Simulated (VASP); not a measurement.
The system is LaGa2.

```
La Ga
1.0
     4.32000    0.00000    0.00000
    -2.16000    3.74123    0.00000
     0.00000    0.00000    4.41600
La Ga
1 2
Direct
  0.00000 0.00000 0.00000
  0.33333 0.66667 0.50000
  0.66667 0.33333 0.50000
```

```yaml
Program: VASP 6.6.1
Task: relaxation of cell and atoms
Functional: PBEsol
Potentials_or_basis: VASP PAW PBE potentials, release 64 (La, Ga_d)
Cutoff: 500 eV
k_mesh: 9 × 9 × 8
Occupations: fermi-dirac, width 0.1 eV
Spin: no spin polarisation
```

At the start: pressure -2.2 GPa; volume 23.79 Å³/atom.

Q: How do energy, volume and symmetry change on relaxing?

A: Over 3 steps the energy falls by 5.2 meV/atom and the volume is 23.08 Å³/atom (-3.0 %); space group P6/mmm (No. 191, to 0.05 Å).

Step by step:
```tsv
step	energy change (eV)	largest force (eV/Å)	pressure (GPa)	volume (Å³)
1	0.0000	0.0000	-2.21	71.37
2	-0.0104	0.0000	1.39	68.04
3	-0.0157	0.0000	0.02	69.23
```

Final structure:
```
La Ga
1.0
     4.27099    0.00000    0.00000
    -2.13550    3.69879    0.00000
     0.00000    0.00000    4.38232
La Ga
1 2
Direct
  0.00000 0.00000 0.00000
  0.33333 0.66667 0.50000
  0.66667 0.33333 0.50000
```

Caveat: the PAW data sets were made with another functional, which shifts forces and pressure a little.
